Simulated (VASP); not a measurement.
Here is a VASP 6.6.1 calculation.

File INCAR:

```
PREC     = Accurate       # precision mode
ENCUT    = 520            # plane-wave cutoff, eV
EDIFF    = 1E-8           # SCF threshold, eV
ISMEAR   = -1             # smearing method
SIGMA    = 0.03           # smearing width, eV
LREAL    = F              # projectors in reciprocal space
LASPH    = T              # aspherical terms in the spheres
NELM     = 150            # most SCF steps
ALGO     = Normal         # electronic algorithm
ISIF     = 2              # what is computed and relaxed
LWAVE    = F              # write WAVECAR
LCHARG   = F              # write CHGCAR
ISPIN    = 2              # spin polarisation
MAGMOM   = 3 0            # initial moments
LORBIT   = 11             # projections on sites
LMAXMIX  = 4              # l up to which the mixer works
GGA      = PE             # functional
LEFG     = T            
NBANDS   = 18             # bands
```

The input KPOINTS:

```
Automatic mesh
0
Gamma
  16 16 16
```

File POSCAR:

```
FeO
1.0
    1.5176813758      0.8762337509      2.5157933572
   -1.5176813758      0.8762337509      2.5157933572
    0.0000000000     -1.7524675018      2.5157933572
Fe O
1 1
Direct
    0.0000000000      0.0000000000      0.0000000000
    0.5000000000      0.5000000000      0.5000000000
```

Potentials or basis: VASP PAW PBE potentials, release 64 (Fe, O).

Launch:

```bash
$ cat potpaw_PBE.64/Fe/POTCAR potpaw_PBE.64/O/POTCAR > POTCAR
$ mpirun -np 1 vasp_std > vasp.out
```

(1) What does it give for the pressure?

(2) Estimate the band gap on the k mesh.

## Answers

(1) -0.6 GPa.

(2) zero (filled and empty bands overlap).

Caveat: without QUAD_EFG the Cq values of the log hold for a quadrupole moment of 1 mb, not for the nuclei; a cell with one magnetic atom can't hold antiferromagnetic order, which such compounds often take; semilocal functionals often make such compounds metallic where correlation or magnetic order opens a gap, which also shifts bond lengths.
